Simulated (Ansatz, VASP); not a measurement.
# CaO: VASP beside Ansatz

```
Ca O
1.0
     0.00000    2.38336    2.38336
     2.38336    0.00000    2.38336
     2.38336    2.38336    0.00000
Ca O
1 1
Direct
  0.00000 0.00000 0.00000
  0.50000 0.50000 0.50000
```

Alike in both runs: functional PBEsol; k mesh 8 × 8 × 8; occupations gaussian, width 0.02 eV; no spin polarisation.

Ansatz relaxed the structure, and its values are those at the end. VASP's run is a single point on that final structure, the one shown.

|  | VASP | Ansatz |
| --- | --- | --- |
| version | VASP 6.6.1 | Ansatz 0.2.0 |
| potentials or method | VASP PAW PBE potentials, release 64 (Ca_sv, O), cutoff 600 eV | scalar-relativistic, plane waves, PAW |
| valence electrons in the cell | 16 | 16 |

|  | VASP | Ansatz | Ansatz less VASP |
| --- | --- | --- | --- |
| gap on the k mesh at the Fermi level (eV) | 3.52 | 3.54 | +0.021 |
| least direct gap on the mesh (eV) | 3.89 | 3.92 | +0.021 |
| pressure (GPa) | 0.6 | 0.0 | -0.56 |

VASP's potentials were made for PBE, not for PBEsol, and Ansatz warns of the same on its side. With one functional, cell and mesh, what is left measures potentials, basis and numerics.
